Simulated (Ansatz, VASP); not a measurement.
FeOsC4N4 in VASP and in Ansatz

```
Fe Os C N
1.0
     5.61508    0.00000    0.00000
     0.00000    5.61508    0.00000
     0.00000    0.00000    5.61508
Fe Os C N
1 1 4 4
Cartesian
  0.0000 0.0000 0.0000
  2.8075 2.8075 2.8075
  1.0271 1.0271 1.0271
  1.0271 4.5880 4.5880
  4.5880 1.0271 4.5880
  4.5880 4.5880 1.0271
  1.7260 1.7260 1.7260
  1.7260 3.8890 3.8890
  3.8890 1.7260 3.8890
  3.8890 3.8890 1.7260
```

Alike in both runs: functional PBE; k mesh 8 × 8 × 8; occupations gaussian, width 0.1 eV; no spin polarisation.

Ansatz relaxed the structure, and its values are those at the end. VASP's run is a single point on that final structure, the one shown.

|  | VASP | Ansatz |
| --- | --- | --- |
| version | VASP 6.6.1 | Ansatz 0.2.0 |
| potentials or method | VASP PAW PBE potentials, release 64 (Fe, Os, C, N), cutoff 520 eV | scalar-relativistic, plane waves, PAW |
| valence electrons in the cell | 52 | 68 |

|  | VASP | Ansatz | Ansatz less VASP |
| --- | --- | --- | --- |
| gap on the k mesh at the Fermi level (eV) | none | none | - |
| pressure (GPa) | 0.8 | 0.0 | -0.81 |
| rms of the force components (eV/Å) | 0.043 | 0.006 | -0.0368 |

A gap of «none» marks a metal or a gap that the smearing closes. VASP's potentials hold 52 valence electrons a cell and Ansatz's 68, so a difference there can come from the potentials and not from the codes.

Neither program's run includes spin-orbit coupling. Noted on VASP's run: the standard files for N, O and F lose accuracy on very short bonds.
